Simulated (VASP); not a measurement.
A run of VASP 6.6.1:

The input INCAR:

```
SYSTEM = BaS
PREC = Accurate ; ENCUT = 600
EDIFF = 1E-6 ; ISMEAR = -1
SIGMA = 0.05 ; LREAL = .False.
LASPH = .True. ; NELM = 80
ALGO = Normal ; ISIF = 3
LWAVE = .False. ; LCHARG = .False.
GGA = PE ; IVDW = 13
IBRION = 2 ; NSW = 80
EDIFFG = -0.005
```

Contents of KPOINTS:

```
Automatic mesh
0
Gamma
  7 7 7
  0 0 0
```

Contents of POSCAR:

```
BaS
1.0
    0.0000000000      3.1937500000      3.1937500000
    3.1937500000      0.0000000000      3.1937500000
    3.1937500000      3.1937500000      0.0000000000
Ba S
1 1
Direct
    0.0000000000      0.0000000000      0.0000000000
    0.5000000000      0.5000000000      0.5000000000
```

Potentials or basis: VASP PAW PBE potentials, release 64 (Ba_sv, S).

The run is started by

```bash
$ cat potpaw_PBE.64/Ba_sv/POTCAR potpaw_PBE.64/S/POTCAR > POTCAR
$ mpirun -np 1 vasp_std > vasp.out
```

Hardware: 1 thread of AMD EPYC 7R13 Processor (Zen 3) (shared host).

Task: Estimate the wall time of this run.

Result: Run time: 67 s on 1 thread of AMD EPYC 7R13 Processor (Zen 3), on a shared host, peak memory 0.18 GiB. Counts: scf iterations 26, k points 20, ion steps 3.
